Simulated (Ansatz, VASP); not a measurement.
**One calculation of KCl, two programs**

Contents of INCAR:

```
SYSTEM = KCl
PREC = Accurate ; ENCUT = 520
EDIFF = 1E-8 ; ISMEAR = -1
SIGMA = 0.03 ; LREAL = .FALSE.
LASPH = .TRUE. ; NELM = 100
ALGO = Normal ; ISIF = 2
LWAVE = .FALSE. ; LCHARG = .FALSE.
GGA = PE ; LEFG = .TRUE.
NBANDS = 15
```

The input KPOINTS:

```
Automatic mesh
0
G
  7 7 7
  0 0 0
```

Contents of POSCAR:

```
KCl
1.0
    0.0000000000      3.1561000000      3.1561000000
    3.1561000000      0.0000000000      3.1561000000
    3.1561000000      3.1561000000      0.0000000000
K Cl
1 1
Direct
    0.0000000000      0.0000000000      0.0000000000
    0.5073172586      0.5073172586      0.5073172586
```

Input for Ansatz:

```yaml
crystal:
  lattice:
    - [0.0, 3.1561, 3.1561]
    - [3.1561, 0.0, 3.1561]
    - [3.1561, 3.1561, 0.0]
  atoms:
    - { symbol: K, position: [0.0, 0.0, 0.0] }
    - { symbol: Cl, position: [0.5073172586, 0.5073172586, 0.5073172586] }
kpoints:
  mp_grid: { grid: [7, 7, 7] }
scf:
  occupations: { method: fermi_dirac, width: 0.03 }
hamiltonian:
  xc: pbe
  pseudopotentials: { kind: all_electron, datasets: crystal }
output:
  forces: true
  stress: true
  eigenvalues: true
  efg: { contact_densities: true }
```

Alike in both runs: task electric field gradients; functional PBE; k mesh 7 × 7 × 7; occupations fermi-dirac, width 0.03 eV; no spin polarisation.

```csv
,VASP,Ansatz
version,VASP 6.6.1,Ansatz 0.2.0
potentials or method,"VASP PAW PBE potentials, release 64 (K_sv, Cl), cutoff 520 eV","all-electron PAW with datasets made for the crystal, scalar-relativistic"
```

|  | VASP | Ansatz | Ansatz less VASP |
| --- | --- | --- | --- |
| gap on the k mesh at the Fermi level (eV) | 5.16 | 5.16 | +0.002 |
| pressure (GPa) | 0.6 | 0.6 | -0.02 |
| rms of the force components (eV/Å) | 0.060 | 0.058 | -0.0011 |
| size of Vzz on the site where it differs most (V/Å²) | 0.3 | 0.3 | 0.00 |

Atom by atom the forces differ by 0.001 eV/Å (rms over components). Ansatz ran all-electron here, and VASP with PAW potentials.
